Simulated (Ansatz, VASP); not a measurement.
# AlN in VASP and in Ansatz

The input INCAR:

```
PREC     = Accurate       # precision mode
ENCUT    = 520            # plane-wave cutoff, eV
EDIFF    = 1E-6           # SCF threshold, eV
ISMEAR   = -1             # smearing method
SIGMA    = 0.05           # smearing width, eV
LREAL    = False          # projectors in reciprocal space
LASPH    = True           # aspherical terms in the spheres
NELM     = 60             # most SCF steps
ALGO     = Normal         # electronic algorithm
ISIF     = 2              # what is computed and relaxed
LWAVE    = False          # write WAVECAR
LCHARG   = True           # write CHGCAR
GGA      = PE             # functional
LELF     = True           # ELF
LVHAR    = True         
NBANDS   = 16             # bands
```

File KPOINTS:

```
regular mesh
0
Gamma
  9 9 7
```

File POSCAR:

```
AlN
1.0
    3.3557012103      0.0000000000      0.0000000000
   -1.6778506052      2.9061224957      0.0000000000
    0.0000000000      0.0000000000      4.2426688325
Al N
2 2
Direct
    0.6666666667      0.3333333333      0.2500000000
    0.3333333333      0.6666666667      0.7500000000
    0.6666666667      0.3333333333      0.7500000000
    0.3333333333      0.6666666667      0.2500000000
```

The input input.yaml:

```yaml
crystal:
  lattice:
    - [3.3557012103, 0.0, 0.0]
    - [-1.6778506052, 2.9061224957, 0.0]
    - [0.0, 0.0, 4.2426688325]
  atoms:
    - { symbol: Al, position: [0.6666666667, 0.3333333333, 0.25] }
    - { symbol: Al, position: [0.3333333333, 0.6666666667, 0.75] }
    - { symbol: "N", position: [0.6666666667, 0.3333333333, 0.75] }
    - { symbol: "N", position: [0.3333333333, 0.6666666667, 0.25] }
kpoints:
  mp_grid: { grid: [9, 9, 7] }
scf:
  occupations: { method: fermi_dirac, width: 0.05 }
hamiltonian:
  xc: pbe
  pseudopotentials: { kind: all_electron, lapw: { basis_error: 0.001 } }
output:
  forces: true
  stress: true
  eigenvalues: true
```

Change from the starting cell: volume scaled by 1.04.

Alike in both runs: task single point; functional PBE; k mesh 9 × 9 × 7; occupations fermi-dirac, width 0.05 eV; no spin polarisation.

```csv
,VASP,Ansatz
version,VASP 6.6.1,Ansatz 0.2.0
potentials or method,"VASP PAW PBE potentials, release 64 (Al, N), cutoff 520 eV","all-electron LAPW, scalar-relativistic"
```

VASP gave:

* gap on the k mesh at the Fermi level (eV): 2.97
* least direct gap on the mesh (eV): 2.97
* pressure (GPa): -7.5
* traceless stress, the component that is largest in VASP (GPa): 1.03

What did Ansatz give for the same quantities?

gap on the k mesh at the Fermi level (eV): 2.97; least direct gap on the mesh (eV): 2.97; pressure (GPa): -7.3; traceless stress, the component that is largest in VASP (GPa): 0.95.

Ansatz ran all-electron here, and VASP with PAW potentials.
